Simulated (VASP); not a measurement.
Crystal: FeO.

```
Fe O
1.0
     0.00000    2.37332    2.37332
     2.37332    0.00000    2.37332
     2.37332    2.37332    0.00000
Fe O
1 1
Direct
  0.00000 0.00000 0.00000
  0.25000 0.25000 0.25000
```

Base run:

```yaml
Program: VASP 6.6.1
Functional: PBE
Potentials_or_basis: VASP PAW PBE potentials, release 64 (Fe, O)
Cutoff: 520 eV
k_mesh: 10 × 10 × 10
Occupations: gaussian, width 0.05 eV
Spin: collinear spin, ferromagnetic start
Starting_moments: "[0.5, 0.0] μB"
Hubbard_terms: Fe d U = 4.0 eV
```

Its results: pressure -11.9 GPa; net moment 2.00 μB per cell; site moments Fe +2.16; O -0.25 μB.

Problem. The run is repeated on the same cell with these changes: moments at the start from [0.5, 0.0] to [3.69, 0.16]. What comes out?

Solution. Pressure -9.2 GPa; net moment 4.05 μB per cell; site moments Fe +3.86; O +0.21 μB.

Caveats: a cell with one magnetic atom can't hold antiferromagnetic order, which such compounds often take.
